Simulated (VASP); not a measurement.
Input of a VASP 6.6.1 run:

File INCAR:

```
ALGO = Normal
EDIFF = 1E-6
ENCUT = 500
GGA = PE
GGA_COMPAT = F
ISIF = 2
ISMEAR = 1
LASPH = T
LCHARG = F
LREAL = F
LWAVE = F
NBANDS = 12
NELM = 120
PREC = Accurate
SIGMA = 0.05
```

The input KPOINTS:

```
k-points
0
Gamma
  13 13 13
```

The input POSCAR:

```
Ag
1.0
    0.0000000000      2.0427500000      2.0427500000
    2.0427500000      0.0000000000      2.0427500000
    2.0427500000      2.0427500000      0.0000000000
Ag
1
Direct
    0.0000000000      0.0000000000      0.0000000000
```

Potentials or basis: VASP PAW PBE potentials, release 64 (Ag).

The run is started by

```sh
$ cat potpaw_PBE.64/Ag/POTCAR > POTCAR
$ mpirun -np 1 vasp_std > vasp.out
```

Task: Predict the pressure.

Result: 4.4 GPa.
